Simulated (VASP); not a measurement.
# Zr3O (P6_322) in VASP: notebook, part 2 of 3

VASP 6.6.1.

### Step 3. Single point, PBEsol (c/a of the conventional cell at fixed volume 1.0433)

Contents of INCAR:

```
PREC = Accurate
ENCUT = 520
EDIFF = 1E-7
ISMEAR = 0
SIGMA = 0.15
LREAL = F
LASPH = T
NELM = 60
ALGO = Normal
ISIF = 2
LWAVE = F
LCHARG = F
GGA = PS
NBANDS = 52
```

Contents of KPOINTS:

```
regular mesh
0
Gamma
  9 9 8
```

Contents of POSCAR:

```
Zr3O
1.0
    5.3613299101      0.0000000000      0.0000000000
   -2.6806649551      4.6430479003      0.0000000000
    0.0000000000      0.0000000000      5.5934754953
Zr O
6 2
Direct
    0.3193262124      0.0000000000      0.0000000000
    0.3193262124      0.3193262124      0.5000000000
    0.0000000000      0.3193262124      0.0000000000
    0.6806737876      0.0000000000      0.5000000000
    0.6806737876      0.6806737876      0.0000000000
    0.0000000000      0.6806737876      0.5000000000
    0.3333333333      0.6666666667      0.2500000000
    0.6666666667      0.3333333333      0.7500000000
```

Potentials or basis: VASP PAW PBE potentials, release 64 (Zr_sv, O).

Command:

```console
> cat potpaw_PBE.64/Zr_sv/POTCAR potpaw_PBE.64/O/POTCAR > POTCAR
> mpirun -np 1 vasp_std > vasp.out
```

OUTCAR:

```text
PREC = Accurate
   ENCUT = 520
   EDIFF = 1E-7
   ISMEAR = 0
   LREAL = F
   LASPH = T
   NELM = 60
   ISIF = 2
   GGA = PS

 ion  position               nearest neighbor table
   1  0.319  0.000  0.000-   7 2.30   8 2.30   5 2.97   3 2.97   3 3.16   5 3.16   5 3.16   3 3.16
                             6 3.28   6 3.28   2 3.28   2 3.28   4 3.40   4 3.40
   2  0.319  0.319  0.500-   8 2.30   7 2.30   4 2.97   6 2.97   6 3.16   4 3.16   6 3.16   4 3.16
                             3 3.28   3 3.28   1 3.28   1 3.28   5 3.40   5 3.40
   3  0.000  0.319  0.000-   8 2.30   7 2.30   1 2.97   5 2.97   1 3.16   5 3.16   5 3.16   1 3.16
                             2 3.28   2 3.28   4 3.28   4 3.28   6 3.40   6 3.40
   4  0.681  0.000  0.500-   8 2.30   7 2.30   2 2.97   6 2.97   6 3.16   2 3.16   2 3.16   6 3.16
                             3 3.28   3 3.28   5 3.28   5 3.28   1 3.40   1 3.40
   5  0.681  0.681  0.000-   7 2.30   8 2.30   1 2.97   3 2.97   3 3.16   1 3.16   3 3.16   1 3.16
                             6 3.28   6 3.28   4 3.28   4 3.28   2 3.40   2 3.40
   6  0.000  0.681  0.500-   7 2.30   8 2.30   4 2.97   2 2.97   4 3.16   2 3.16   2 3.16   4 3.16
                             5 3.28   5 3.28   1 3.28   1 3.28   3 3.40   3 3.40
   7  0.333  0.667  0.250-   6 2.30   1 2.30   4 2.30   3 2.30   5 2.30   2 2.30
   8  0.667  0.333  0.750-   3 2.30   4 2.30   1 2.30   6 2.30   2 2.30   5 2.30

  LATTYP: Found a hexagonal cell.
 ALAT       =     5.3613299101
 C/A-ratio  =     1.0433000000

  Lattice vectors:

 A1 = (   5.3613299101,   0.0000000000,   0.0000000000)
 A2 = (  -2.6806649551,   4.6430479003,   0.0000000000)
 A3 = (   0.0000000000,   0.0000000000,   5.5934754953)

Analysis of symmetry for initial positions (statically):
=====================================================================
 Subroutine PRICEL returns:
 Original cell was already a primitive cell.

 Routine SETGRP: Setting up the symmetry group for a
 hexagonal supercell.

 Subroutine GETGRP returns: Found 12 space group operations
 (whereof  6 operations were pure point group operations)
 out of a pool of 24 trial point group operations.

The static configuration has the point symmetry D_3 .
 The point group associated with its full space group is D_6 .

Analysis of symmetry for dynamics (positions and initial velocities):
=====================================================================
 Subroutine PRICEL returns:
 Original cell was already a primitive cell.

 Routine SETGRP: Setting up the symmetry group for a
 hexagonal supercell.

 Subroutine GETGRP returns: Found 12 space group operations
 (whereof  6 operations were pure point group operations)
 out of a pool of 24 trial point group operations.

The dynamic configuration has the point symmetry D_3 .
 The point group associated with its full space group is D_6 .

 Subroutine INISYM returns: Found 12 space group operations
 (whereof  6 operations are pure point group operations),
 and found     1 'primitive' translations

----------------------------------------------------------------------------------------

                                     Primitive cell

  volume of cell :     139.2379

  direct lattice vectors                    reciprocal lattice vectors
     5.361329910  0.000000000  0.000000000     0.186520885  0.107687883  0.000000000
    -2.680664955  4.643047900  0.000000000     0.000000000  0.215375766  0.000000000
[... 80 lines left out ...]
   number of dos      NEDOS =    301   number of ions     NIONS =      8
   total plane-waves  NPLWV =  67200
   dimension x,y,z NGX =    40 NGY =   40 NGZ =   42
   dimension x,y,z NGXF=    80 NGYF=   80 NGZF=   84
   ions per type =               6   2
   NGX,Y,Z   is equivalent  to a cutoff of  12.40, 12.40, 12.48 a.u.
   NGXF,Y,Z  is equivalent  to a cutoff of  24.81, 24.81, 24.97 a.u.
 SYSTEM =  unknown system
   PREC   = accura    normal or accurate (medium, high low for compatibility)
   ISTART =      0    job   : 0-new  1-cont  2-samecut
   ICHARG =      2    charge: 1-file 2-atom 10-const
   ISPIN  =      1    spin polarized calculation?
   LNONCOLLINEAR =      F non collinear calculations
   LSORBIT =      F    spin-orbit coupling
   LASPH  =      T    aspherical Exc in radial PAW
   ENCUT  =  520.0 eV  38.22 Ry    6.18 a.u.   9.97  9.97 10.40*2*pi/ulx,y,z
   NELM   =     60;   NELMIN=  2; NELMDL= -5     # of ELM steps
   EDIFF  = 0.1E-06   stopping-criterion for ELM
   LREAL  =      F    real-space projection
   EDIFFG = 0.1E-05   stopping-criterion for IOM
   NSW    =      0    number of steps for IOM
   IBRION =     -1    ionic relax: 0-MD 1-quasi-New 2-CG
   NFREE  =      0    steps in history (QN), initial steepest desc. (CG)
   ISIF   =      2    stress and relaxation
   ISYM   =      2    0-nonsym 1-usesym 2-fastsym
   POTIM  = 0.5000    time-step for ionic-motion
   TEBEG  =    0.0;   TEEND  =   0.0 temperature during run
   PSTRESS=    0.0 pullay stress
   NELECT =      84.0000    total number of electrons
   NUPDOWN=      -1.0000    fix difference up-down
   EMIN   =  10.00;   EMAX   =-10.00  energy-range for DOS
   EFERMI =   0.00;   METHOD = LEGACY
   ISMEAR =     0;   SIGMA  =   0.15  broadening in eV -4-tet -1-fermi 0-gaus
   EFERMI_NEDOS =   21; number of points for ismear=-14 and -15
   IALGO  =     38    algorithm
   IMIX   =      4    mixing-type and parameters
     AMIX     =   0.40;   BMIX     =  1.00
     AMIX_MAG =   1.60;   BMIX_MAG =  1.00
  volume/ion in A,a.u.               =      17.40       117.45
  Fermi-wavevector in a.u.,A,eV,Ry     =   1.383297  2.614052 26.034894  1.913511
  Thomas-Fermi vector in A             =   2.507908
   LORBIT       =      0    0 simple, 1 ext, 2 COOP (PROOUT), +10 PAW based schemes
   GGA     = PS    functional components
   LHFCALC =     F    Hartree Fock is set to
   AEXX    =    0.0000 exact exchange contribution
   IVDW    =     0    specifies the selected vdW correction
   LEPSILON=     F    determine dielectric tensor
   LRPA    =     F    only Hartree local field effects (RPA)
 non-spin polarized calculation
 Gauss-broadening in eV      SIGMA  =   0.15
  energy-cutoff  :      520.00
  volume of cell :      139.24
 maximum number of plane-waves:      3783
 NGX is ok and might be reduce to    40
   NGX = 19   NGY = 19   NGZ = 21

 number of electron      83.9999991 magnetization

 Free energy of the ion-electron system (eV)
  ---------------------------------------------------
  ext. energy  EPLUGINS =         0.00000000
  ---------------------------------------------------
  free energy    TOTEN  =       -75.66567658 eV

  energy without entropy =      -75.61502899  energy(sigma->0) =      -75.64035278

 E-fermi :   9.6611     XC(G=0): -11.7779

 val. band max:        9.6418959488   @ k =   0.2222   0.0000   0.0000
 cond. band min:       9.6721582066   @ k =   0.4444   0.0000   0.5000
 fundamental gap:      0.0302622578
 Fermi energy:         9.6610926413

 k-point     1 :       0.0000    0.0000    0.0000
  band No.  band energies     occupation
      1     -38.9409      2.00000
      2     -38.8384      2.00000
      3     -38.7209      2.00000
      4     -38.7209      2.00000
      5     -38.7087      2.00000
      6     -38.7087      2.00000
[... 1309 lines left out ...]
     51      12.7695      0.00000
     52      13.1540      0.00000

 [... further k-points ...]

------------------------ aborting loop because EDIFF is reached ----------------------------------------

  FORCE on cell =-STRESS in cart. coord.  units (eV):
  Direction    XX          YY          ZZ          XY          YZ          ZX
  --------------------------------------------------------------------------------------
  -------------------------------------------------------------------------------------
  Total        2.8150648      2.8150648     -8.3900432     -0.0000000      0.0000000      0.0000000
  in kB       32.3922819     32.3922819    -96.5422334     -0.0000000      0.0000000      0.0000000
  external PRESSURE =     -10.5858899 kB  Pullay stress =       0.0000000 kB

 VOLUME and BASIS-vectors are now :
 -----------------------------------------------------------------------------
  energy-cutoff  :      520.00
  volume of cell :      139.24
      direct lattice vectors                 reciprocal lattice vectors
     5.361329910  0.000000000  0.000000000     0.186520885  0.107687883  0.000000000
    -2.680664955  4.643047900  0.000000000     0.000000000  0.215375766  0.000000000
     0.000000000  0.000000000  5.593475495     0.000000000  0.000000000  0.178779723

 POSITION                                       TOTAL-FORCE (eV/Angst)
 -----------------------------------------------------------------------------------
      1.71201      0.00000      0.00000         1.769678     -0.000000      0.000000
      0.85601      1.48265      2.79674         0.884839      1.532586      0.000000
     -0.85601      1.48265      0.00000        -0.884839      1.532586     -0.000000
      3.64932      0.00000      2.79674        -1.769678     -0.000000     -0.000000
      1.82466      3.16040      0.00000        -0.884839     -1.532586     -0.000000
     -1.82466      3.16040      2.79674         0.884839     -1.532586     -0.000000
     -0.00000      3.09537      1.39837         0.000000      0.000000      0.000000
      2.68066      1.54768      4.19511         0.000000     -0.000000      0.000000
 -----------------------------------------------------------------------------------
    total drift:                               -0.000001     -0.000001      0.000000

  FREE ENERGIE OF THE ION-ELECTRON SYSTEM (eV)
  ---------------------------------------------------
  free  energy   TOTEN  =       -75.6656765752 eV

  energy  without entropy=      -75.6150289922  energy(sigma->0) =      -75.64035278
```

Run time: 9.4 min. Hardware: 1 thread of Intel Xeon 6975P-C, shared host; peak memory 0.44 GiB.

What came out:

```
Free energy            : -75.6657 eV
Pressure               : -1.1 GPa
Largest force          : 1.770 eV/Å
Band gap on the k mesh : zero (band 42 reaches 9.64 eV, above the bottom of band 43 at 9.52 eV)
```

Forces on the atoms (eV/Å):
```
Zr   1.770  0.000  0.000
Zr   0.885  1.533  0.000
Zr  -0.885  1.533  0.000
Zr  -1.770  0.000  0.000
Zr  -0.885 -1.533  0.000
Zr   0.885 -1.533  0.000
O    0.000  0.000  0.000
O    0.000  0.000  0.000
```

Caveat: the PAW data sets were made with another functional, which shifts forces and pressure a little.

(Part 2 of 3 ends here.)
